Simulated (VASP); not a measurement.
Ge:

```
Ge
1.0
     0.00000    2.82891    2.82891
     2.82891    0.00000    2.82891
     2.82891    2.82891    0.00000
Ge
2
Direct
  0.75000 0.75000 0.75000
  0.50000 0.50000 0.50000
```

| Property | Result |
| --- | --- |
| Program | VASP 6.6.1 |
| Task | relaxation of cell and atoms |
| Functional | PBE |
| Potentials or basis | VASP PAW PBE potentials, release 64 (Ge_d) |
| Cutoff | 600 eV |
| k mesh | 8 × 8 × 8 |
| Occupations | fermi-dirac, width 0.05 eV |
| Spin | no spin polarisation |

At the start: pressure 3.6 GPa; volume 22.64 Å³/atom.

Where does the relaxation end?

Over 3 steps the energy falls by 13.6 meV/atom and the volume is 23.91 Å³/atom (+5.6 %); space group Fd-3m (No. 227, to 0.05 Å).

Step by step:
| step | energy change (eV) | largest force (eV/Å) | pressure (GPa) | volume (Å³) |
| --- | --- | --- | --- | --- |
| 1 | 0.0000 | 0.0000 | 3.57 | 45.28 |
| 2 | -0.0246 | 0.0000 | -0.99 | 48.66 |
| 3 | -0.0273 | 0.0000 | -0.02 | 47.82 |

Final structure:
```
Ge
1.0
     0.00000    2.88090    2.88090
     2.88090    0.00000    2.88090
     2.88090    2.88090    0.00000
Ge
2
Direct
  0.75000 0.75000 0.75000
  0.50000 0.50000 0.50000
```

The cell as given is a measured one (22.64 Å³/atom); PBE puts the equilibrium volume +5.6 % from it, thermal expansion not counted.
